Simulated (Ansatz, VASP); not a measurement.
## AgCl: VASP beside Ansatz

INCAR

```
SYSTEM = AgCl
ALGO = Normal
EDIFF = 1E-6
ENCUT = 520
GGA = PE
GGA_COMPAT = .False.
ISIF = 2
ISMEAR = 0
LASPH = .True.
LCHARG = .True.
LMAXMIX = 4
LNONCOLLINEAR = .True.
LORBIT = 11
LORBMOM = .True.
LREAL = .False.
LSORBIT = .True.
LVHAR = .True.
LWAVE = .False.
MAGMOM = 0 0 0 0 0 0
NBANDS = 30
NELM = 150
PREC = Accurate
SIGMA = 0.02
```

File KPOINTS:

```
k-points
0
Gamma
  8 8 8
  0 0 0
```

POSCAR

```
AgCl
1.0
    0.0000000000      2.8053419536      2.8053419536
    2.8053419536      0.0000000000      2.8053419536
    2.8053419536      2.8053419536      0.0000000000
Ag Cl
1 1
Direct
    0.0000000000      0.0000000000      0.0000000000
    0.5000000000      0.5000000000      0.5000000000
```

Input for Ansatz:

```yaml
crystal:
  lattice:
    - [0.0, 2.8053419536, 2.8053419536]
    - [2.8053419536, 0.0, 2.8053419536]
    - [2.8053419536, 2.8053419536, 0.0]
  atoms:
    - { symbol: Ag, position: [0.0, 0.0, 0.0] }
    - { symbol: Cl, position: [0.5, 0.5, 0.5] }
basis:
  ecutwfc: 420
kpoints:
  mp_grid: { grid: [8, 8, 8] }
  band_path:
    path:
      - [[0.0, 0.0, 0.0], [0.5, 0.0, 0.5], [0.625, 0.25, 0.625]]
      - [[0.375, 0.375, 0.75], [0.0, 0.0, 0.0], [0.5, 0.5, 0.5], [0.5, 0.25, 0.75], [0.5, 0.0, 0.5]]
    npoints: 10
hamiltonian:
  xc: pbe
scf:
  occupations: { method: gaussian, width: 0.02 }
output:
  forces: true
  stress: true
  eigenvalues: true
  populations: true
  dos: { projected: true, de: 0.02 }
  bader: false
magnetization:
  noncollinear: true
  spin_orbit: true
```

Alike in both runs: task single point; functional PBE; k mesh 8 × 8 × 8; occupations gaussian, width 0.02 eV; non-collinear spin, spin-orbit coupling.

|  | VASP | Ansatz |
| --- | --- | --- |
| version | VASP 6.6.1 | Ansatz 0.2.0 |
| potentials or method | VASP PAW PBE potentials, release 64 (Ag, Cl), cutoff 520 eV | plane waves, PAW |
| valence electrons in the cell | 18 | 26 |

Ansatz gave:

| Item | Value |
| --- | --- |
| pressure (GPa) | 0.0 |
| net moment per atom (μB) | 0.00 |

Estimate VASP's values.

pressure (GPa): -0.1; net moment per atom (μB): 0.00.

VASP's potentials hold 18 valence electrons a cell and Ansatz's 26, so a difference there can come from the potentials and not from the codes.
